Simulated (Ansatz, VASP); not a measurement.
**One calculation of Cr, two programs**

```
CELL_PARAMETERS angstrom
0.00000 2.56653 2.56653
2.56653 0.00000 2.56653
2.56653 2.56653 0.00000
ATOMIC_POSITIONS crystal
Cr 0.12500 0.12500 0.12500
Cr 0.87500 0.87500 0.87500
```

Alike in both runs: task single point; functional LDA; k mesh 18 × 18 × 18; occupations fermi-dirac, width 0.1 eV; no spin polarisation.

|  | VASP | Ansatz |
| --- | --- | --- |
| version | VASP 6.6.1 | Ansatz 0.2.0 |
| potentials or method | VASP PAW LDA potentials, release 64 (Cr_pv), cutoff 520 eV | plane waves (420 eV) with PAW, scalar-relativistic |
| valence electrons in the cell | 24 | 28 |

Ansatz gave:

```
pressure (GPa) : -11.3
```

Which values does VASP return?

Pressure (GPa): -11.0.

Ansatz warns that its potentials were made for another functional, while VASP's fit it. LDA's correlation is that of Perdew and Zunger in VASP and of Perdew and Wang (1992) in Ansatz. VASP's potentials hold 24 valence electrons a cell and Ansatz's 28, so a difference there can come from the potentials and not from the codes.
